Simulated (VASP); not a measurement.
# LiF (Fm-3m) in VASP: notebook

Runs on LiF. Level: PBE. Tasks: single point.

Everything below comes from runs of VASP 6.6.1. Logs are shortened: lines on timing, memory, paths and dates and some standing lists are left out, and cuts for length are marked.

## (1) The cell of the first run

The structure is cubic, space group Fm-3m (No. 225). Conventional cell: a = 4.083 Å, b = 4.083 Å, c = 4.083 Å, α = 90.00°, β = 90.00°, γ = 90.00°. Li (site symmetry m-3m) has 6 F at 2.04 Å within 2.7 Å. Within 2.7 Å of F (site symmetry m-3m) lie 6 Li at 2.04 Å.

## (2) Single point, PBE

The input, INCAR:

```
  PREC = Accurate
  ENCUT = 750
  EDIFF = 1E-6
  ISMEAR = -1
  SIGMA = 0.1
  LREAL = False
  LASPH = True
  NELM = 120
  ALGO = Normal
  ISIF = 2
  LWAVE = False
  LCHARG = True
  GGA = PE
  LELF = True
  LVHAR = True
  NBANDS = 12
  GGA_COMPAT = False
```

The input, KPOINTS:

```
regular mesh
0
Gamma
  10 10 10
```

The input, POSCAR:

```
LiF
1.0
    0.0000000000      2.0417135738      2.0417135738
    2.0417135738      0.0000000000      2.0417135738
    2.0417135738      2.0417135738      0.0000000000
Li F
1 1
Direct
    0.0000000000      0.0000000000      0.0000000000
    0.5000000000      0.5000000000      0.5000000000
```

Potentials or basis: VASP PAW PBE potentials, release 64 (Li_sv, F).

Command:

```console
cat potpaw_PBE.64/Li_sv/POTCAR potpaw_PBE.64/F/POTCAR > POTCAR
mpirun -np 1 vasp_std > vasp.out
```

OUTCAR:

```text
PREC = Accurate
   ENCUT = 750
   EDIFF = 1E-6
   ISMEAR = -1
   LREAL = False
   LASPH = True
   NELM = 120
   ISIF = 2
   GGA = PE

 ion  position               nearest neighbor table
   1  0.000  0.000  0.000-   2 2.04   2 2.04   2 2.04   2 2.04   2 2.04   2 2.04
   2  0.500  0.500  0.500-   1 2.04   1 2.04   1 2.04   1 2.04   1 2.04   1 2.04

  LATTYP: Found a face centered cubic cell.
 ALAT       =     4.0834271476

  Lattice vectors:

 A1 = (   0.0000000000,   2.0417135738,   2.0417135738)
 A2 = (   2.0417135738,   0.0000000000,   2.0417135738)
 A3 = (   2.0417135738,   2.0417135738,   0.0000000000)

Analysis of symmetry for initial positions (statically):
=====================================================================
 Subroutine PRICEL returns:
 Original cell was already a primitive cell.

 Routine SETGRP: Setting up the symmetry group for a
 face centered cubic supercell.

 Subroutine GETGRP returns: Found 48 space group operations
 (whereof 48 operations were pure point group operations)
 out of a pool of 48 trial point group operations.

The static configuration has the point symmetry O_h .

Analysis of symmetry for dynamics (positions and initial velocities):
=====================================================================
 Subroutine PRICEL returns:
 Original cell was already a primitive cell.

 Routine SETGRP: Setting up the symmetry group for a
 face centered cubic supercell.

 Subroutine GETGRP returns: Found 48 space group operations
 (whereof 48 operations were pure point group operations)
 out of a pool of 48 trial point group operations.

The dynamic configuration has the point symmetry O_h .

 Subroutine INISYM returns: Found 48 space group operations
 (whereof 48 operations are pure point group operations),
 and found     1 'primitive' translations

----------------------------------------------------------------------------------------

                                     Primitive cell

  volume of cell :      17.0222

  direct lattice vectors                    reciprocal lattice vectors
     0.000000000  2.041713574  2.041713574    -0.244892333  0.244892333  0.244892333
     2.041713574  0.000000000  2.041713574     0.244892333 -0.244892333  0.244892333
     2.041713574  2.041713574  0.000000000     0.244892333  0.244892333 -0.244892333

  length of vectors
     2.887419027  2.887419027  2.887419027     0.424165963  0.424165963  0.424165963

  position of ions in fractional coordinates (direct lattice)
     0.000000000  0.000000000  0.000000000
     0.500000000  0.500000000  0.500000000

  ion indices of the primitive-cell ions
   primitive index   ion index
                 1           1
                 2           2

----------------------------------------------------------------------------------------

 KPOINTS: regular mesh

Automatic generation of k-mesh.
 Grid dimensions read from file:
 generate k-points for:   10   10   10

 Generating k-lattice:

  Cartesian coordinates                     Fractional coordinates (reciprocal lattice)
    -0.024489233  0.024489233  0.024489233     0.100000000  0.000000000  0.000000000
     0.024489233 -0.024489233  0.024489233     0.000000000  0.100000000  0.000000000
     0.024489233  0.024489233 -0.024489233     0.000000000  0.000000000  0.100000000

  Length of vectors
     0.042416596  0.042416596  0.042416596

  Shift w.r.t. Gamma in fractional coordinates (k-lattice)
     0.000000000  0.000000000  0.000000000

 Subroutine IBZKPT returns following result:
 ===========================================

 Found     47 irreducible k-points:

 Following reciprocal coordinates:
            Coordinates               Weight
  0.000000  0.000000  0.000000      1.000000
  0.100000  0.000000  0.000000      8.000000
  0.200000  0.000000  0.000000      8.000000
  0.300000  0.000000  0.000000      8.000000
  0.400000  0.000000  0.000000      8.000000
  0.500000  0.000000  0.000000      4.000000
[... 16 lines left out ...]
  0.300000  0.300000  0.000000      6.000000
  0.400000  0.300000  0.000000     24.000000
 [... further k-points ...]
   k-points           NKPTS =     47   k-points in BZ     NKDIM =     47   number of bands    NBANDS=     12
   number of dos      NEDOS =    301   number of ions     NIONS =      2
   total plane-waves  NPLWV =  21952
   dimension x,y,z NGX =    28 NGY =   28 NGZ =   28
   dimension x,y,z NGXF=    56 NGYF=   56 NGZF=   56
   ions per type =               1   1
   NGX,Y,Z   is equivalent  to a cutoff of  16.12, 16.12, 16.12 a.u.
   NGXF,Y,Z  is equivalent  to a cutoff of  32.24, 32.24, 32.24 a.u.
 SYSTEM =  unknown system
   PREC   = accura    normal or accurate (medium, high low for compatibility)
   ISTART =      0    job   : 0-new  1-cont  2-samecut
   ICHARG =      2    charge: 1-file 2-atom 10-const
   ISPIN  =      1    spin polarized calculation?
   LNONCOLLINEAR =      F non collinear calculations
   LSORBIT =      F    spin-orbit coupling
   LASPH  =      T    aspherical Exc in radial PAW
   ENCUT  =  750.0 eV  55.12 Ry    7.42 a.u.   6.45  6.45  6.45*2*pi/ulx,y,z
   NELM   =    120;   NELMIN=  2; NELMDL= -5     # of ELM steps
   EDIFF  = 0.1E-05   stopping-criterion for ELM
   LREAL  =      F    real-space projection
   EDIFFG = 0.1E-04   stopping-criterion for IOM
   NSW    =      0    number of steps for IOM
   IBRION =     -1    ionic relax: 0-MD 1-quasi-New 2-CG
   NFREE  =      0    steps in history (QN), initial steepest desc. (CG)
   ISIF   =      2    stress and relaxation
   ISYM   =      2    0-nonsym 1-usesym 2-fastsym
   POTIM  = 0.5000    time-step for ionic-motion
   TEBEG  =    0.0;   TEEND  =   0.0 temperature during run
   PSTRESS=    0.0 pullay stress
   NELECT =      10.0000    total number of electrons
   NUPDOWN=      -1.0000    fix difference up-down
   EMIN   =  10.00;   EMAX   =-10.00  energy-range for DOS
   EFERMI =   0.00;   METHOD = LEGACY
   ISMEAR =    -1;   SIGMA  =   0.10  broadening in eV -4-tet -1-fermi 0-gaus
   EFERMI_NEDOS =   21; number of points for ismear=-14 and -15
   IALGO  =     38    algorithm
   IMIX   =      4    mixing-type and parameters
     AMIX     =   0.40;   BMIX     =  1.00
     AMIX_MAG =   1.60;   BMIX_MAG =  1.00
  volume/ion in A,a.u.               =       8.51        57.44
  Fermi-wavevector in a.u.,A,eV,Ry     =   1.371103  2.591009 25.577904  1.879923
  Thomas-Fermi vector in A             =   2.496830
   LORBIT       =      0    0 simple, 1 ext, 2 COOP (PROOUT), +10 PAW based schemes
   GGA     = PE    functional components
   LHFCALC =     F    Hartree Fock is set to
   AEXX    =    0.0000 exact exchange contribution
   IVDW    =     0    specifies the selected vdW correction
   LEPSILON=     F    determine dielectric tensor
   LRPA    =     F    only Hartree local field effects (RPA)
 non-spin polarized calculation
  energy-cutoff  :      750.00
  volume of cell :       17.02
 maximum number of plane-waves:       821
 NGX is ok and might be reduce to    28
   NGX = 13   NGY = 13   NGZ = 13

 number of electron      10.0000000 magnetization

 number of electron       9.9999998 magnetization

 Free energy of the ion-electron system (eV)
  ---------------------------------------------------
  ext. energy  EPLUGINS =         0.00000000
  ---------------------------------------------------
  free energy    TOTEN  =        -9.64443224 eV

  energy without entropy =       -9.64443224  energy(sigma->0) =       -9.64443224

 E-fermi :   0.9858     XC(G=0):  -9.7862

 val. band max:       -1.2700300316   @ k =   0.0000   0.0000   0.0000
 cond. band min:       7.4519767461   @ k =   0.0000   0.0000   0.0000
 fundamental gap:      8.7220067777
 Fermi energy:         0.9857790966

 k-point     1 :       0.0000    0.0000    0.0000
  band No.  band energies     occupation
      1     -42.2721      2.00000
      2     -21.1323      2.00000
      3      -1.2700      2.00000
      4      -1.2700      2.00000
      5      -1.2700      2.00000
      6       7.4520      0.00000
      7      22.1640      0.00000
      8      22.1640      0.00000
      9      22.1640      0.00000
     10      22.6565      0.00000
     11      22.6565      0.00000
     12      22.6565      0.00000

 k-point     2 :       0.1000    0.0000    0.0000
  band No.  band energies     occupation
      1     -42.2674      2.00000
      2     -21.0955      2.00000
      3      -1.5459      2.00000
      4      -1.2914      2.00000
      5      -1.2914      2.00000
      6       7.7457      0.00000
      7      19.6216      0.00000
      8      20.9882      0.00000
      9      20.9882      0.00000
     10      23.6320      0.00000
     11      23.6461      0.00000
     12      23.6461      0.00000

 k-point     3 :       0.2000    0.0000    0.0000
  band No.  band energies     occupation
      1     -42.2552      2.00000
      2     -20.9981      2.00000
      3      -2.2052      2.00000
      4      -1.3468      2.00000
      5      -1.3468      2.00000
      6       8.4105      0.00000
      7      17.1869      0.00000
      8      19.5469      0.00000
      9      19.5469      0.00000
     10      24.5555      0.00000
     11      24.9664      0.00000
     12      24.9664      0.00000
[... 286 lines left out ...]
 k-point    23 :       0.3000    0.3000    0.0000
  band No.  band energies     occupation
      1     -42.2310      2.00000
      2     -20.7461      2.00000
      3      -3.0756      2.00000
      4      -1.8921      2.00000
      5      -1.8921      2.00000
      6      10.6012      0.00000
      7      16.4333      0.00000
      8      17.3454      0.00000
      9      18.6926      0.00000
     10      18.6926      0.00000
     11      32.2510      0.00000
     12      32.6448      0.00000

 k-point    24 :       0.4000    0.3000    0.0000
  band No.  band energies     occupation
      1     -42.2219      2.00000
      2     -20.6456      2.00000
      3      -3.4633      2.00000
      4      -2.0899      2.00000
      5      -1.9846      2.00000
      6      11.4292      0.00000
      7      15.2676      0.00000
      8      16.8246      0.00000
      9      18.4444      0.00000
     10      19.5072      0.00000
     11      31.7215      0.00000
     12      32.9244      0.00000

 [... further k-points ...]
[... 5 lines left out ...]
  --------------------------------------------------------------------------------------
  -------------------------------------------------------------------------------------
  Total       -0.1544962     -0.1544962     -0.1544962      0.0000000     -0.0000000     -0.0000000
  in kB      -14.5416624    -14.5416624    -14.5416624      0.0000000     -0.0000000     -0.0000000
  external PRESSURE =     -14.5416624 kB  Pullay stress =       0.0000000 kB

 VOLUME and BASIS-vectors are now :
 -----------------------------------------------------------------------------
  energy-cutoff  :      750.00
  volume of cell :       17.02
      direct lattice vectors                 reciprocal lattice vectors
     0.000000000  2.041713574  2.041713574    -0.244892333  0.244892333  0.244892333
     2.041713574  0.000000000  2.041713574     0.244892333 -0.244892333  0.244892333
     2.041713574  2.041713574  0.000000000     0.244892333  0.244892333 -0.244892333

 POSITION                                       TOTAL-FORCE (eV/Angst)
 -----------------------------------------------------------------------------------
      0.00000      0.00000      0.00000        -0.000000     -0.000000     -0.000000
      2.04171      2.04171      2.04171         0.000000      0.000000      0.000000
 -----------------------------------------------------------------------------------
    total drift:                                0.000000      0.000000      0.000000

  FREE ENERGIE OF THE ION-ELECTRON SYSTEM (eV)
  ---------------------------------------------------
  free  energy   TOTEN  =        -9.6444322353 eV

  energy  without entropy=       -9.6444322352  energy(sigma->0) =       -9.64443224
```

It took 14 s on 1 thread of Intel Xeon Platinum 8488C (Sapphire Rapids), shared host; peak memory 0.15 GiB.

What came out:

```yaml
Free_energy: -9.6444 eV
Pressure: -1.5 GPa
Band_gap_on_the_k_mesh: 8.72 eV, direct
```

Levels at points of the mesh, in eV from the valence-band top:
```tsv
k point	band 1	band 2	band 3	band 4	band 5	band 6	band 7	band 8	band 9	band 10
(0.00, 0.00, 0.00)	-41.00	-19.86	0.00	0.00	0.00	8.72	23.43	23.43	23.43	23.93
(0.50, 0.00, 0.00)	-40.95	-19.46	-2.40	-0.21	-0.21	10.56	16.25	18.57	18.57	29.62
(0.50, 0.50, 0.00)	-40.94	-19.22	-2.83	-0.94	-0.94	14.43	16.28	16.94	19.76	19.76
```

A k mesh can miss the band edges. Expect the measured gap to be larger: semilocal functionals such as PBE lack the derivative discontinuity.

## (3) Single point, PBE

The input, INCAR:

```
SYSTEM = LiF
PREC = Accurate
ENCUT = 750
EDIFF = 1E-6
ISMEAR = 0
SIGMA = 0.01
LREAL = .FALSE.
LASPH = .TRUE.
NELM = 120
ALGO = Normal
ISIF = 2
LWAVE = .FALSE.
LCHARG = .TRUE.
GGA = PE
LELF = .TRUE.
LVHAR = .TRUE.
NBANDS = 12
GGA_COMPAT = .FALSE.
```

The input, KPOINTS:

```
regular mesh
0
G
  10 10 10
  0 0 0
```

POSCAR is that of step 2.

Potentials or basis: VASP PAW PBE potentials, release 64 (Li_sv, F).

Command:

```console
cat potpaw_PBE.64/Li_sv/POTCAR potpaw_PBE.64/F/POTCAR > POTCAR
mpirun -np 1 vasp_std > vasp.out
```

It took 15 s on 1 thread of Intel Xeon Platinum 8488C (Sapphire Rapids), shared host; peak memory 0.15 GiB.

It converged, with:

- Free energy: -9.6444 eV
- Pressure: -1.5 GPa
- Band gap on the k mesh: 8.72 eV, direct

Levels at points of the mesh, in eV from the valence-band top:
```tsv
k point	band 1	band 2	band 3	band 4	band 5	band 6	band 7	band 8	band 9	band 10
(0.00, 0.00, 0.00)	-41.00	-19.86	0.00	0.00	0.00	8.72	23.43	23.43	23.43	23.93
(0.50, 0.00, 0.00)	-40.95	-19.46	-2.40	-0.21	-0.21	10.56	16.25	18.57	18.57	29.62
(0.50, 0.50, 0.00)	-40.94	-19.22	-2.83	-0.94	-0.94	14.43	16.28	16.94	19.76	19.76
```

## (4) Single point, PBE

The input, INCAR:

```
SYSTEM = LiF
  ALGO = Normal
  EDIFF = 1E-6
  ENCUT = 750
  GGA = PE
  GGA_COMPAT = .False.
  ISIF = 2
  ISMEAR = 0
  LASPH = .True.
  LCHARG = .True.
  LELF = .True.
  LREAL = .False.
  LVHAR = .True.
  LWAVE = .False.
  NBANDS = 12
  NELM = 120
  PREC = Accurate
  SIGMA = 0.06802846561497
```

The input, KPOINTS:

```
k-points
0
Gamma
  10 10 10
  0 0 0
```

POSCAR is that of step 3.

Command:

```console
cat potpaw_PBE.64/Li_sv/POTCAR potpaw_PBE.64/F/POTCAR > POTCAR
mpirun -np 1 vasp_std > vasp.out
```

It took 22 s on 1 thread of Intel Xeon Platinum 8488C (Sapphire Rapids), shared host; peak memory 0.15 GiB.

The run converged. Its results:

* Free energy: -9.6444 eV
* Pressure: -1.5 GPa
* Band gap on the k mesh: 8.72 eV, direct

Levels at points of the mesh, in eV from the valence-band top:
```csv
k point,band 2,band 3,band 4,band 5,band 6,band 7,band 8,band 9
"(0.00, 0.00, 0.00)",-19.86,0.00,0.00,0.00,8.72,23.43,23.43,23.43
"(0.50, 0.00, 0.00)",-19.46,-2.40,-0.21,-0.21,10.56,16.25,18.57,18.57
"(0.50, 0.50, 0.00)",-19.22,-2.83,-0.94,-0.94,14.43,16.28,16.94,19.76
```

## (5) Single point, PBE

The input, INCAR:

```
PREC = Accurate
ENCUT = 750
EDIFF = 1E-6
ISMEAR = 0
SIGMA = 0.1
LREAL = F
LASPH = T
NELM = 120
ALGO = Normal
ISIF = 2
LWAVE = F
LCHARG = F
GGA = PE
NBANDS = 12
GGA_COMPAT = F
```

The input, KPOINTS:

```
Automatic mesh
0
Gamma
  10 10 10
```

POSCAR is that of step 4.

Command:

```console
cat potpaw_PBE.64/Li_sv/POTCAR potpaw_PBE.64/F/POTCAR > POTCAR
mpirun -np 1 vasp_std > vasp.out
```

It took 14 s on 1 thread of Intel Xeon Platinum 8488C (Sapphire Rapids), shared host; peak memory 0.15 GiB.

Results (log left out):

```
Free energy            : -9.6444 eV
Pressure               : -1.5 GPa
Band gap on the k mesh : 8.72 eV, direct
```

Levels at points of the mesh, in eV from the valence-band top:
```
           k point  band 1  band 2  band 3  band 4  band 5  band 6  band 7  band 8  band 9  band 10
(0.00, 0.00, 0.00)  -41.00  -19.86    0.00    0.00    0.00    8.72   23.43   23.43   23.43    23.93
(0.50, 0.00, 0.00)  -40.95  -19.46   -2.40   -0.21   -0.21   10.56   16.25   18.57   18.57    29.62
(0.50, 0.50, 0.00)  -40.94  -19.22   -2.83   -0.94   -0.94   14.43   16.28   16.94   19.76    19.76
```

A k mesh can miss the band edges.

## (6) Summary

```tsv
smearing	gap on the mesh (eV)	pressure (GPa)
fermi-dirac 0.1 eV	8.72	-1.5
gaussian 0.01 eV	8.72	-1.5
gaussian 0.0680285 eV	8.72	-1.5
gaussian 0.1 eV	8.72	-1.5
```

Alike in all rows: task single point; level PBE; potentials or basis VASP PAW PBE potentials, release 64 (Li_sv, F); no spin polarisation; cell as given; k mesh 10 × 10 × 10; cutoff (eV) 750.

On the cell as given the gap runs from 8.72 eV (PBE) to 8.72 eV (PBE).

Total energies depend on the potentials used, so only differences within one code and one set of settings carry meaning.
